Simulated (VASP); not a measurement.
# CsBe2Se4 (Immm) in VASP: single point with PBE

Aim: the single point of CsBe2Se4 with PBE.

Everything below comes from runs of VASP 6.6.1. Logs are shortened: lines on timing, memory, paths and dates and some standing lists are left out, and cuts for length are marked.

**1. The cell of the first run**

The structure is orthorhombic, space group Immm (No. 71). The conventional cell has a = 6.790 Å, b = 8.961 Å, c = 12.074 Å, α = 90.00°, β = 90.00°, γ = 90.00°. Cs (site symmetry mmm) has 2 Be at 1.69 Å within 2.2 Å. Be (site symmetry m2m) has 1 Cs at 1.69 Å within 2.2 Å. Se (site symmetry -1) has 4 Se at 3.39 to 4.48 Å and 2 Be at 3.51 Å and 2 Cs at 4.12 Å within 4.5 Å.

The cell was built from a structure type or drawn by symmetry, and may not be a known phase.

**2. Single point, PBE**

INCAR

```
SYSTEM = CsBe2Se4
PREC     = Accurate       ! precision mode
ENCUT    = 520            ! plane-wave cutoff, eV
EDIFF    = 1E-7           ! SCF threshold, eV
ISMEAR   = 0              ! smearing method
SIGMA    = 0.1            ! smearing width, eV
LREAL    = .FALSE.        ! projectors in reciprocal space
LASPH    = .TRUE.         ! aspherical terms in the spheres
NELM     = 80             ! most SCF steps
ALGO     = Normal         ! electronic algorithm
ISIF     = 2              ! what is computed and relaxed
LWAVE    = .FALSE.        ! write WAVECAR
LCHARG   = .FALSE.        ! write CHGCAR
GGA      = PE             ! functional
NBANDS   = 28             ! bands
```

KPOINTS

```
Automatic mesh
0
G
  4 4 4
  0 0 0
```

POSCAR

```
CsBe2Se4
1.0
   -3.3949329300      4.4804844200      6.0367725800
    3.3949329300     -4.4804844200      6.0367725800
    3.3949329300      4.4804844200     -6.0367725800
Cs Be Se
1 2 4
Direct
    0.5000000000      0.5000000000      0.0000000000
    0.6884049800      0.5000000000      0.1884049800
    0.3115950200      0.5000000000      0.8115950200
    0.0000000000      0.0000000000      0.5000000000
    0.5000000000      0.0000000000      0.0000000000
    0.5000000000      0.5000000000      0.5000000000
    0.0000000000      0.5000000000      0.0000000000
```

Potentials or basis: VASP PAW PBE potentials, release 64 (Cs_sv, Be, Se).

Started as:

```bash
> cat potpaw_PBE.64/Cs_sv/POTCAR potpaw_PBE.64/Be/POTCAR potpaw_PBE.64/Se/POTCAR > POTCAR
> mpirun -np 1 vasp_std > vasp.out
```

OUTCAR:

```text
SYSTEM = CsBe2Se4
   PREC = Accurate
   ENCUT = 520
   EDIFF = 1E-7
   ISMEAR = 0
   LREAL = .FALSE.
   LASPH = .TRUE.
   NELM = 80
   ISIF = 2
   GGA = PE

 ion  position               nearest neighbor table
   1  0.500  0.500  0.000-   2 1.69   3 1.69
   2  0.688  0.500  0.188-   1 1.69
   3  0.312  0.500  0.812-   1 1.69
   4  0.000  0.000  0.500-
   5  0.500  0.000  0.000-
   6  0.500  0.500  0.500-
   7  0.000  0.500  0.000-

  LATTYP: Found a body centered orthorhombic cell.
 ALAT       =     6.7898658600
 B/A-ratio  =     1.3197563876
 C/A-ratio  =     1.7781713820

  Lattice vectors:

 A1 = (  -3.3949329300,   4.4804844200,   6.0367725800)
 A2 = (   3.3949329300,  -4.4804844200,   6.0367725800)
 A3 = (   3.3949329300,   4.4804844200,  -6.0367725800)

Analysis of symmetry for initial positions (statically):
=====================================================================
 Subroutine PRICEL returns:
 Original cell was already a primitive cell.

 Routine SETGRP: Setting up the symmetry group for a
 body centered orthorhombic supercell.

 Subroutine GETGRP returns: Found  8 space group operations
 (whereof  8 operations were pure point group operations)
 out of a pool of  8 trial point group operations.

The static configuration has the point symmetry D_2h.

Analysis of symmetry for dynamics (positions and initial velocities):
=====================================================================
 Subroutine PRICEL returns:
 Original cell was already a primitive cell.

 Routine SETGRP: Setting up the symmetry group for a
 body centered orthorhombic supercell.

 Subroutine GETGRP returns: Found  8 space group operations
 (whereof  8 operations were pure point group operations)
 out of a pool of  8 trial point group operations.

The dynamic configuration has the point symmetry D_2h.

 Subroutine INISYM returns: Found  8 space group operations
 (whereof  8 operations are pure point group operations),
 and found     1 'primitive' translations

----------------------------------------------------------------------------------------

[... 94 lines left out ...]
   NELM   =     80;   NELMIN=  2; NELMDL= -5     # of ELM steps
   EDIFF  = 0.1E-06   stopping-criterion for ELM
   LREAL  =      F    real-space projection
   EDIFFG = 0.1E-05   stopping-criterion for IOM
   NSW    =      0    number of steps for IOM
   IBRION =     -1    ionic relax: 0-MD 1-quasi-New 2-CG
   NFREE  =      0    steps in history (QN), initial steepest desc. (CG)
   ISIF   =      2    stress and relaxation
   ISYM   =      2    0-nonsym 1-usesym 2-fastsym
   POTIM  = 0.5000    time-step for ionic-motion
   TEBEG  =    0.0;   TEEND  =   0.0 temperature during run
   PSTRESS=    0.0 pullay stress
   NELECT =      37.0000    total number of electrons
   NUPDOWN=      -1.0000    fix difference up-down
   EMIN   =  10.00;   EMAX   =-10.00  energy-range for DOS
   EFERMI =   0.00;   METHOD = LEGACY
   ISMEAR =     0;   SIGMA  =   0.10  broadening in eV -4-tet -1-fermi 0-gaus
   EFERMI_NEDOS =   21; number of points for ismear=-14 and -15
   IALGO  =     38    algorithm
   IMIX   =      4    mixing-type and parameters
     AMIX     =   0.40;   BMIX     =  1.00
     AMIX_MAG =   1.60;   BMIX_MAG =  1.00
  volume/ion in A,a.u.               =      52.47       354.09
  Fermi-wavevector in a.u.,A,eV,Ry     =   0.761731  1.439463  7.894569  0.580234
  Thomas-Fermi vector in A             =   1.861036
   LORBIT       =      0    0 simple, 1 ext, 2 COOP (PROOUT), +10 PAW based schemes
   GGA     = PE    functional components
   LHFCALC =     F    Hartree Fock is set to
   AEXX    =    0.0000 exact exchange contribution
   IVDW    =     0    specifies the selected vdW correction
   LEPSILON=     F    determine dielectric tensor
   LRPA    =     F    only Hartree local field effects (RPA)
 non-spin polarized calculation
 Gauss-broadening in eV      SIGMA  =   0.10
  energy-cutoff  :      520.00
  volume of cell :      367.30
 maximum number of plane-waves:      9939
 NGX is ok and might be reduce to    64
   NGX = 31   NGY = 31   NGZ = 31

 number of electron      36.9999996 magnetization

 Free energy of the ion-electron system (eV)
  ---------------------------------------------------
  ext. energy  EPLUGINS =         0.00000000
  ---------------------------------------------------
  free energy    TOTEN  =         0.15894503 eV

  energy without entropy =        0.20122468  energy(sigma->0) =        0.18008485

 E-fermi :  -1.9134     XC(G=0):  -5.8438

 val. band max:       -1.9276438206   @ k =   0.5000   0.2500   0.0000
 cond. band min:      -1.9130948936   @ k =   0.2500  -0.2500   0.2500
 fundamental gap:      0.0145489271
 Fermi energy:        -1.9133952238

 k-point     1 :       0.0000    0.0000    0.0000
  band No.  band energies     occupation
      1     -26.9375      2.00000
      2     -15.9237      2.00000
      3     -13.5138      2.00000
      4     -13.4432      2.00000
      5     -12.8339      2.00000
      6     -12.8297      2.00000
[... 547 lines left out ...]
     27       1.4436      0.00000
     28       2.4447      0.00000

------------------------ aborting loop because EDIFF is reached ----------------------------------------

  FORCE on cell =-STRESS in cart. coord.  units (eV):
  Direction    XX          YY          ZZ          XY          YZ          ZX
  --------------------------------------------------------------------------------------
  -------------------------------------------------------------------------------------
  Total      -17.8229537     53.5465636    -18.5150691      0.0000000      0.0000000      0.0000000
  in kB      -77.7444299    233.5722318    -80.7634647      0.0000000      0.0000000      0.0000000
  external PRESSURE =      25.0214457 kB  Pullay stress =       0.0000000 kB

 VOLUME and BASIS-vectors are now :
 -----------------------------------------------------------------------------
  energy-cutoff  :      520.00
  volume of cell :      367.30
      direct lattice vectors                 reciprocal lattice vectors
    -3.394932930  4.480484420  6.036772580     0.000000000  0.111595076  0.082825714
     3.394932930 -4.480484420  6.036772580     0.147278315  0.000000000  0.082825714
     3.394932930  4.480484420 -6.036772580     0.147278315  0.111595076  0.000000000

 POSITION                                       TOTAL-FORCE (eV/Angst)
 -----------------------------------------------------------------------------------
      0.00000      0.00000      6.03677         0.000000      0.000000      0.000000
      0.00000      1.68829      6.03677        -0.000000     17.389130     -0.000000
      3.39493      2.79219      0.00000        -0.000000    -17.389130     -0.000000
      1.69747      2.24024     -3.01839         0.000000     -0.000000     -0.000000
     -1.69747      2.24024      3.01839        -0.000000     -0.000000     -0.000000
      1.69747      2.24024      3.01839        -0.000000      0.000000     -0.000000
      1.69747     -2.24024      3.01839        -0.000000      0.000000     -0.000000
 -----------------------------------------------------------------------------------
    total drift:                                0.000000      0.000000     -0.000000

  FREE ENERGIE OF THE ION-ELECTRON SYSTEM (eV)
  ---------------------------------------------------
  free  energy   TOTEN  =         0.1589450262 eV

  energy  without entropy=        0.2012246780  energy(sigma->0) =        0.18008485
```

Wall time 3.7 min (1 thread of AMD EPYC 7R13 (Zen 3), shared host); peak memory 0.63 GiB.

What came out:

- Free energy: 0.1589 eV
- Pressure: 2.5 GPa
- Largest force: 17.389 eV/Å
- Band gap on the k mesh: zero (an odd number of electrons rules out a gap without spin polarisation)

Forces in eV/Å, atoms in the order of the input:
```
Cs    0.000   0.000   0.000
Be    0.000  17.389   0.000
Be    0.000 -17.389   0.000
Se    0.000   0.000   0.000
Se    0.000   0.000   0.000
Se    0.000   0.000   0.000
Se    0.000   0.000   0.000
```

Stress tensor (GPa, compression positive):
```
-7.77  0.00  0.00
 0.00 23.36  0.00
 0.00  0.00 -8.08
```

Caveat: atoms lie so close that the PAW spheres overlap strongly, which falsifies energies and pressures; spin-orbit coupling is left out, which moves the levels of the heavy elements; forces of over 1 eV/Å act on the atoms, so gaps and moduli don't describe the material at rest.
